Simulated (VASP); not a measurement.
# Re (P6_3/mmc) in VASP: further runs

The runs below take Re through single point, with PBEsol.

All numbers are computed with VASP 6.6.1; they aren't measurements. Logs are shortened: lines on timing, memory, paths and dates and some standing lists are left out, and cuts for length are marked.

## (1) The cell of the first run

It takes space group P6_3/mmc (No. 194, hexagonal). The conventional cell has a = 2.779 Å, b = 2.779 Å, c = 4.488 Å, α = 90.00°, β = 90.00°, γ = 120.00°. Within 3.6 Å of Re (site symmetry -6m2) lie 12 Re at 2.76 to 2.78 Å.

## (2) Single point, PBEsol

Contents of INCAR:

```
SYSTEM = Re
PREC = Accurate
ENCUT = 520
EDIFF = 1E-7
ISMEAR = -1
SIGMA = 0.05
LREAL = .FALSE.
LASPH = .TRUE.
NELM = 60
ALGO = Fast
ISIF = 2
LWAVE = .FALSE.
LCHARG = .FALSE.
GGA = PS
NBANDS = 14
```

Contents of KPOINTS:

```
Automatic mesh
0
G
  11 11 6
  0 0 0
```

Contents of POSCAR:

```
Re
1.0
    2.7790839766      0.0000000000      0.0000000000
   -1.3895419883      2.4067573230      0.0000000000
    0.0000000000      0.0000000000      4.4877253638
Re
2
Direct
    0.6666666667      0.3333333333      0.7500000000
    0.3333333333      0.6666666667      0.2500000000
```

Potentials or basis: VASP PAW PBE potentials, release 64 (Re).

Run with:

```
$ cat potpaw_PBE.64/Re/POTCAR > POTCAR
$ mpirun -np 1 vasp_std > vasp.out
```

OUTCAR:

```text
SYSTEM = Re
   PREC = Accurate
   ENCUT = 520
   EDIFF = 1E-7
   ISMEAR = -1
   LREAL = .FALSE.
   LASPH = .TRUE.
   NELM = 60
   ISIF = 2
   GGA = PS

 ion  position               nearest neighbor table
   1  0.667  0.333  0.750-   2 2.76   2 2.76   2 2.76   2 2.76   2 2.76   2 2.76
   2  0.333  0.667  0.250-   1 2.76   1 2.76   1 2.76   1 2.76   1 2.76   1 2.76

  LATTYP: Found a hexagonal cell.
 ALAT       =     2.7790839766
 C/A-ratio  =     1.6148217908

  Lattice vectors:

 A1 = (   2.7790839766,   0.0000000000,   0.0000000000)
 A2 = (  -1.3895419883,   2.4067573230,   0.0000000000)
 A3 = (   0.0000000000,   0.0000000000,   4.4877253638)

Analysis of symmetry for initial positions (statically):
=====================================================================
 Subroutine PRICEL returns:
 Original cell was already a primitive cell.

 Routine SETGRP: Setting up the symmetry group for a
 hexagonal supercell.

 Subroutine GETGRP returns: Found 24 space group operations
 (whereof 12 operations were pure point group operations)
 out of a pool of 24 trial point group operations.

The static configuration has the point symmetry D_3d.
 The point group associated with its full space group is D_6h.

Analysis of symmetry for dynamics (positions and initial velocities):
=====================================================================
 Subroutine PRICEL returns:
 Original cell was already a primitive cell.

 Routine SETGRP: Setting up the symmetry group for a
 hexagonal supercell.

 Subroutine GETGRP returns: Found 24 space group operations
 (whereof 12 operations were pure point group operations)
 out of a pool of 24 trial point group operations.

The dynamic configuration has the point symmetry D_3d.
 The point group associated with its full space group is D_6h.

 Subroutine INISYM returns: Found 24 space group operations
 (whereof 12 operations are pure point group operations),
 and found     1 'primitive' translations

----------------------------------------------------------------------------------------

                                     Primitive cell

  volume of cell :      30.0165

  direct lattice vectors                    reciprocal lattice vectors
     2.779083977  0.000000000  0.000000000     0.359830796  0.207748407  0.000000000
    -1.389541988  2.406757323  0.000000000     0.000000000  0.415496814  0.000000000
     0.000000000  0.000000000  4.487725364     0.000000000  0.000000000  0.222830035

[... 93 lines left out ...]
   PSTRESS=    0.0 pullay stress
   NELECT =      14.0000    total number of electrons
   NUPDOWN=      -1.0000    fix difference up-down
   EMIN   =  10.00;   EMAX   =-10.00  energy-range for DOS
   EFERMI =   0.00;   METHOD = LEGACY
   ISMEAR =    -1;   SIGMA  =   0.05  broadening in eV -4-tet -1-fermi 0-gaus
   EFERMI_NEDOS =   21; number of points for ismear=-14 and -15
   IALGO  =     68    algorithm
   IMIX   =      4    mixing-type and parameters
     AMIX     =   0.40;   BMIX     =  1.00
     AMIX_MAG =   1.60;   BMIX_MAG =  1.00
  volume/ion in A,a.u.               =      15.01       101.28
  Fermi-wavevector in a.u.,A,eV,Ry     =   1.269592  2.399181 21.930731  1.611863
  Thomas-Fermi vector in A             =   2.402625
   LORBIT       =      0    0 simple, 1 ext, 2 COOP (PROOUT), +10 PAW based schemes
   GGA     = PS    functional components
   LHFCALC =     F    Hartree Fock is set to
   AEXX    =    0.0000 exact exchange contribution
   IVDW    =     0    specifies the selected vdW correction
   LEPSILON=     F    determine dielectric tensor
   LRPA    =     F    only Hartree local field effects (RPA)
 non-spin polarized calculation
 RMM-DIIS sequential band-by-band and
  energy-cutoff  :      520.00
  volume of cell :       30.02
 maximum number of plane-waves:       818
 NGX is ok and might be reduce to    24
   NGX = 11   NGY = 11   NGZ = 17

 number of electron      14.0000000 magnetization

 Free energy of the ion-electron system (eV)
  ---------------------------------------------------
  ext. energy  EPLUGINS =         0.00000000
  ---------------------------------------------------
  free energy    TOTEN  =       -26.70715318 eV

  energy without entropy =      -26.69245638  energy(sigma->0) =      -26.69980478

 E-fermi :   7.4776     XC(G=0): -13.7117

 val. band max:        7.4687751915   @ k =   0.1818   0.0000   0.1667
 cond. band min:       7.5204426048   @ k =   0.3636   0.1818   0.3333
 fundamental gap:      0.0516674133
 Fermi energy:         7.4776133547

 k-point     1 :       0.0000    0.0000    0.0000
  band No.  band energies     occupation
      1      -2.2859      2.00000
      2       0.9787      2.00000
      3       5.9397      2.00000
      4       5.9406      2.00000
      5       5.9406      2.00000
      6       6.7533      2.00000
      7       6.7533      2.00000
      8       7.6582      0.05256
      9       7.6582      0.05256
     10       8.0483      0.00002
     11      10.7526      0.00000
     12      10.7526      0.00000
     13      17.2068      0.00000
     14      21.6192      0.00000
[... 377 lines left out ...]
      1      -0.0058      2.00000
      2       2.6546      2.00000
      3       3.9910      2.00000
      4       4.3414      2.00000
      5       5.5854      2.00000
      6       6.2497      2.00000
      7       6.8394      1.99999
      8       7.7686      0.00592
      9       8.4612      0.00000
     10       8.8402      0.00000
     11      11.1348      0.00000
     12      14.1071      0.00000
     13      18.4066      0.00000
     14      23.2452      0.00000

 [... further k-points ...]

------------------------ aborting loop because EDIFF is reached ----------------------------------------

  FORCE on cell =-STRESS in cart. coord.  units (eV):
  Direction    XX          YY          ZZ          XY          YZ          ZX
  --------------------------------------------------------------------------------------
  -------------------------------------------------------------------------------------
  Total       -2.1445385     -2.1445385     -2.1456720      0.0000000     -0.0000000     -0.0000000
  in kB     -114.4680262   -114.4680262   -114.5285246      0.0000000     -0.0000000     -0.0000000
  external PRESSURE =    -114.4881923 kB  Pullay stress =       0.0000000 kB

 VOLUME and BASIS-vectors are now :
 -----------------------------------------------------------------------------
  energy-cutoff  :      520.00
  volume of cell :       30.02
      direct lattice vectors                 reciprocal lattice vectors
     2.779083977  0.000000000  0.000000000     0.359830796  0.207748407  0.000000000
    -1.389541988  2.406757323  0.000000000     0.000000000  0.415496814  0.000000000
     0.000000000  0.000000000  4.487725364     0.000000000  0.000000000  0.222830035

 POSITION                                       TOTAL-FORCE (eV/Angst)
 -----------------------------------------------------------------------------------
      1.38954      0.80225      3.36579         0.000000      0.000000      0.000000
     -0.00000      1.60450      1.12193        -0.000000     -0.000000      0.000000
 -----------------------------------------------------------------------------------
    total drift:                               -0.000000      0.000000     -0.000000

  FREE ENERGIE OF THE ION-ELECTRON SYSTEM (eV)
  ---------------------------------------------------
  free  energy   TOTEN  =       -26.7071531823 eV

  energy  without entropy=      -26.6924563836  energy(sigma->0) =      -26.69980478
```

OSZICAR:

```text
N       E                     dE             d eps       ncg     rms          rms(c)
DAV:   1     0.174762142595E+02    0.17476E+02   -0.67646E+03  3576   0.123E+03
DAV:   2    -0.272035814051E+02   -0.44680E+02   -0.39577E+02  2952   0.286E+02
DAV:   3    -0.282730250563E+02   -0.10694E+01   -0.10335E+01  2768   0.440E+01
DAV:   4    -0.282843048812E+02   -0.11280E-01   -0.11265E-01  2828   0.332E+00
DAV:   5    -0.282845473650E+02   -0.24248E-03   -0.24246E-03  2744   0.794E-01    0.428E+01
RMM:   6    -0.270219379839E+02    0.12626E+01   -0.23521E-01  1914   0.227E+01    0.158E+01
RMM:   7    -0.267135385803E+02    0.30840E+00   -0.28872E+00  2691   0.230E+01    0.153E+00
RMM:   8    -0.267107543072E+02    0.27843E-02   -0.92366E-02  2564   0.461E+00    0.913E-01
RMM:   9    -0.267081958644E+02    0.25584E-02   -0.19689E-02  2804   0.904E-01    0.182E-01
RMM:  10    -0.267070842449E+02    0.11116E-02   -0.88973E-04  2143   0.121E+00    0.111E-01
RMM:  11    -0.267071546408E+02   -0.70396E-04   -0.20780E-03  2781   0.411E-01    0.225E-02
RMM:  12    -0.267071534795E+02    0.11613E-05   -0.12181E-04  2796   0.740E-02    0.416E-03
RMM:  13    -0.267071541116E+02   -0.63211E-06   -0.80591E-06  2691   0.174E-02    0.479E-03
RMM:  14    -0.267071532148E+02    0.89676E-06   -0.49984E-07  1809   0.203E-02    0.721E-03
RMM:  15    -0.267071531823E+02    0.32517E-07   -0.82065E-08  1684   0.245E-02
   1 F= -.26707153E+02 E0= -.26699805E+02  d E =-.146968E-01
```

Wall time 23 s (1 thread of Intel Xeon Platinum 8375C at 2.90GHz (Ice Lake), shared host); peak memory 0.16 GiB.

Results:

- Free energy: -26.7072 eV
- Pressure: -11.4 GPa
- Band gap on the k mesh: zero (band 7 reaches 8.76 eV, above the bottom of band 8 at 5.81 eV)

Levels at points of the mesh, in eV from the Fermi level:
| k point | band 4 | band 5 | band 6 | band 7 | band 8 | band 9 | band 10 | band 11 |
| --- | --- | --- | --- | --- | --- | --- | --- | --- |
| (0.00, 0.00, 0.00) | -1.54 | -1.54 | -0.72 | -0.72 | 0.18 | 0.18 | 0.57 | 3.27 |
| (0.00, 0.00, 0.50) | -2.33 | -1.66 | -1.66 | -1.66 | -1.66 | 2.47 | 2.47 | 2.47 |

Caveat: the PAW data sets were made with another functional, which shifts forces and pressure a little; spin-orbit coupling is left out, which moves the levels of the heavy elements.

(Part 1 of 2 ends here.)
